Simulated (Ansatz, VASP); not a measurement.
Two plane-wave programs on WS2

POSCAR

```
WS2
1.0
    3.1814117282      0.0000000000      0.0000000000
   -1.5907058641      2.7551833765      0.0000000000
    0.0000000000      0.0000000000     23.9250278110
W S
2 4
Direct
    0.3333333333      0.6666666667      0.6379434935
    0.6666666667      0.3333333333      0.3620565065
    0.3333333333      0.6666666667      0.2962425097
    0.6666666667      0.3333333333      0.5721038223
    0.3333333333      0.6666666667      0.4278961777
    0.6666666667      0.3333333333      0.7037574903
```

INCAR.step1

```
SYSTEM = WS2
  PREC = Accurate
  ENCUT = 520
  ISMEAR = 0
  SIGMA = 0.05
  LREAL = .False.
  LASPH = .True.
  NELM = 80
  NBANDS = 35
  GGA = PE
  ALGO = Normal
  EDIFF = 1E-4
  LWAVE = .True.
  LCHARG = .False.
```

INCAR.step2

```
SYSTEM = WS2
  PREC = Accurate
  ENCUT = 520
  EDIFF = 1E-6
  ISMEAR = 0
  SIGMA = 0.05
  LREAL = .False.
  LASPH = .True.
  NELM = 80
  ALGO = Normal
  ISIF = 2
  LWAVE = .False.
  LCHARG = .False.
  METAGGA = R2SCAN
  LMIXTAU = .True.
  NBANDS = 35
  ISTART = 1
```

KPOINTS

```
Automatic mesh
0
Gamma
  12 12 2
  0 0 0
```

Input for Ansatz:

```yaml
crystal:
  lattice:
    - [3.1814117282, 0.0, 0.0]
    - [-1.5907058641, 2.7551833765, 0.0]
    - [0.0, 0.0, 23.925027811]
  atoms:
    - { symbol: W, position: [0.3333333333, 0.6666666667, 0.6379434935] }
    - { symbol: W, position: [0.6666666667, 0.3333333333, 0.3620565065] }
    - { symbol: S, position: [0.3333333333, 0.6666666667, 0.2962425097] }
    - { symbol: S, position: [0.6666666667, 0.3333333333, 0.5721038223] }
    - { symbol: S, position: [0.3333333333, 0.6666666667, 0.4278961777] }
    - { symbol: S, position: [0.6666666667, 0.3333333333, 0.7037574903] }
basis:
  ecutwfc: 500
kpoints:
  mp_grid: { grid: [12, 12, 2] }
hamiltonian:
  xc: r2scan
scf:
  occupations: { method: gaussian, width: 0.05 }
output:
  forces: true
  stress: true
  eigenvalues: true
  write_density: true
  write_potential: true
  elf: true
  volumetric_format: npy
```

Change from the starting cell: strain +0.0100 x Voigt [0, 0, 1, 0, 0, 0], atoms carried along.

Alike in both runs: task single point; functional r2SCAN; k mesh 12 × 12 × 2; occupations gaussian, width 0.05 eV; no spin polarisation.

|  | VASP | Ansatz |
| --- | --- | --- |
| version | VASP 6.6.1 | Ansatz 0.2.0 |
| potentials or method | VASP PAW PBE potentials, release 64 (W_sv, S), cutoff 520 eV | scalar-relativistic, plane waves, PAW |
| valence electrons in the cell | 52 | 52 |

```csv
,VASP,Ansatz,Ansatz less VASP
gap on the k mesh at the Fermi level (eV),1.73,1.71,-0.018
least direct gap on the mesh (eV),1.94,1.94,-0.004
rms of the force components (eV/Å),0.139,0.149,+0.0100
```

VASP's potentials were made for PBE, not for r2SCAN. Atom by atom the forces differ by 0.010 eV/Å (rms over components). Ansatz's warnings: xc potential rough in thin density.

Spin-orbit coupling is off throughout.
